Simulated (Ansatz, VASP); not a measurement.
NiN2 in VASP and in Ansatz

```
Ni N
1.0
     3.75212    0.00000    0.00000
     0.00000    4.63180    0.00000
     0.00000    0.00000    2.86578
Ni N
2 4
Direct
  0.50000 0.50000 0.50000
  0.00000 0.00000 0.00000
  0.36746 0.91546 0.50000
  0.86746 0.58454 0.00000
  0.63254 0.08454 0.50000
  0.13254 0.41546 0.00000
```

Alike in both runs: functional PBE; k mesh 4 × 4 × 6; occupations gaussian, width 0.1 eV; no spin polarisation.

Ansatz relaxed the structure, and its values are those at the end. VASP's run is a single point on that final structure, the one shown.

```csv
,VASP,Ansatz
version,VASP 6.6.1,Ansatz 0.2.0
potentials or method,"VASP PAW PBE potentials, release 64 (Ni, N), cutoff 520 eV","scalar-relativistic, plane waves, PAW"
valence electrons in the cell,40,56
```

```tsv
	VASP	Ansatz	Ansatz less VASP
gap on the k mesh at the Fermi level (eV)	none	none	-
pressure (GPa)	0.6	0.0	-0.63
rms of the force components (eV/Å)	0.030	0.005	-0.0251
```

A gap of «none» marks a metal or a gap that the smearing closes. VASP's potentials hold 40 valence electrons a cell and Ansatz's 56, so a difference there can come from the potentials and not from the codes.

The k mesh is coarse, so the values compare programs but aren't converged.
